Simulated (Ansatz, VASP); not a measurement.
# Al2Cu: VASP beside Ansatz

INCAR

```
SYSTEM = Al2Cu
PREC = Accurate
ENCUT = 600
EDIFF = 1E-6
ISMEAR = 0
SIGMA = 0.1
LREAL = .False.
LASPH = .True.
NELM = 200
ALGO = Normal
ISIF = 2
LWAVE = .False.
LCHARG = .False.
ISPIN = 2
MAGMOM = 0 0 -4
LORBIT = 11
LMAXMIX = 4
GGA = PE
ISYM = 0
NBANDS = 20
GGA_COMPAT = .False.
```

Contents of KPOINTS:

```
regular mesh
0
Gamma
  1 1 1
  0 0 0
```

File POSCAR:

```
Al2Cu
1.0
    4.1988175961      0.0000000000      0.0000000000
    0.0000000000      4.1988175961      0.0000000000
    0.0000000000      0.0000000000      2.9572613103
Al Cu
2 1
Direct
    0.5000000000      0.0000000000      0.5000000000
    0.0000000000      0.5000000000      0.5000000000
    0.0000000000      0.0000000000      0.0000000000
```

Input for Ansatz:

```yaml
crystal:
  lattice:
    - [4.1988175961, 0.0, 0.0]
    - [0.0, 4.1988175961, 0.0]
    - [0.0, 0.0, 2.9572613103]
  atoms:
    - { symbol: Al, position: [0.5, 0.0, 0.5] }
    - { symbol: Al, position: [0.0, 0.5, 0.5] }
    - { symbol: Cu, position: [0.0, 0.0, 0.0], spin: -4.0 }
  symmetry: { detect: false }
basis:
  ecutwfc: 420
kpoints:
  mp_grid: { grid: [1, 1, 1] }
hamiltonian:
  xc: pbe
scf:
  occupations: { method: gaussian, width: 0.1 }
  lower_state_search: "off"
  convergence: { dr2_threshold: "1e-8 eV" }
output:
  forces: true
  stress: true
  eigenvalues: true
  populations: true
magnetization:
  spin_polarized: true
```

Alike in both runs: task single point; functional PBE; k mesh 1 × 1 × 1; occupations gaussian, width 0.1 eV; collinear spin.

|  | VASP | Ansatz |
| --- | --- | --- |
| version | VASP 6.6.1 | Ansatz 0.2.0 |
| potentials or method | VASP PAW PBE potentials, release 64 (Al, Cu), cutoff 600 eV | scalar-relativistic, plane waves, PAW |
| valence electrons in the cell | 17 | 25 |

Ansatz gave:

| Quantity | Value |
| --- | --- |
| gap on the k mesh at the Fermi level (eV) | 1.05 |
| least direct gap on the mesh (eV) | 1.05 |
| pressure (GPa) | -5.4 |
| traceless stress, the component that is largest in VASP (GPa) | -83.95 |
| net moment per atom (μB) | 0.33 |
| size of the moment on the site where the two differ most (μB) | 0.20 |

Task: What did VASP give for the same quantities?

Result: gap on the k mesh at the Fermi level (eV): 1.06; least direct gap on the mesh (eV): 1.06; pressure (GPa): -5.4; traceless stress, the component that is largest in VASP (GPa): -83.90; net moment per atom (μB): 0.33; size of the moment on the site where the two differ most (μB): 0.15.

Site moments also hang on the region over which each program counts them. The functional is the same, so the differences come from potentials, cutoffs and numerics. VASP's potentials hold 17 valence electrons a cell and Ansatz's 25, so a difference there can come from the potentials and not from the codes. Ansatz's warnings: stress scf threshold loose.

The k mesh is coarse, so the values compare programs but aren't converged.
